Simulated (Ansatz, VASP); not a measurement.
Two plane-wave programs on MgO

Contents of INCAR:

```
PREC = Accurate ; ENCUT = 520
EDIFF = 1E-6 ; ISMEAR = 0
SIGMA = 0.05 ; LREAL = False
LASPH = True ; NELM = 80
ALGO = Normal ; ISIF = 2
LWAVE = False ; LCHARG = False
GGA = PE ; NBANDS = 11
```

KPOINTS

```
Automatic mesh
0
Gamma
  12 12 8
```

POSCAR

```
MgO
1.0
    3.1139879445      0.0000000000      0.0000000000
   -1.5569939723      2.3914953839      0.0000000000
    0.0000000000      0.0000000000      2.6797873418
Mg O
1 1
Direct
    0.0000000000      0.0000000000      0.0000000000
    0.3333333333      0.6666666667      0.5000000000
```

Input for Ansatz:

```yaml
crystal:
  lattice:
    - [3.1139879445, 0.0, 0.0]
    - [-1.5569939723, 2.3914953839, 0.0]
    - [0.0, 0.0, 2.6797873418]
  atoms:
    - { symbol: Mg, position: [0.0, 0.0, 0.0] }
    - { symbol: O, position: [0.3333333333, 0.6666666667, 0.5] }
basis:
  ecutwfc: 420
kpoints:
  mp_grid: { grid: [12, 12, 8] }
hamiltonian:
  xc: pbe
scf:
  occupations: { method: gaussian, width: 0.05 }
output:
  forces: true
  stress: true
  eigenvalues: true
```

Change from the starting cell: strain +0.0600 x Voigt [1, -1, 0, 0, 0, 0], atoms carried along.

Alike in both runs: task single point; functional PBE; k mesh 12 × 12 × 8; occupations gaussian, width 0.05 eV; no spin polarisation.

|  | VASP | Ansatz |
| --- | --- | --- |
| version | VASP 6.6.1 | Ansatz 0.2.0 |
| potentials or method | VASP PAW PBE potentials, release 64 (Mg, O), cutoff 520 eV | scalar-relativistic, plane waves, PAW |
| valence electrons in the cell | 8 | 16 |

|  | VASP | Ansatz | Ansatz less VASP |
| --- | --- | --- | --- |
| gap on the k mesh at the Fermi level (eV) | 2.82 | 2.84 | +0.025 |
| least direct gap on the mesh (eV) | 3.26 | 3.28 | +0.022 |
| pressure (GPa) | 0.8 | 1.5 | +0.63 |
| traceless stress, the component that is largest in VASP (GPa) | 12.48 | 12.30 | -0.183 |
| rms of the force components (eV/Å) | 0.062 | 0.060 | -0.0025 |

Atom by atom the forces differ by 0.003 eV/Å (rms over components). With one functional, cell and mesh, what is left measures potentials, basis and numerics. VASP's potentials hold 8 valence electrons a cell and Ansatz's 16, so a difference there can come from the potentials and not from the codes.
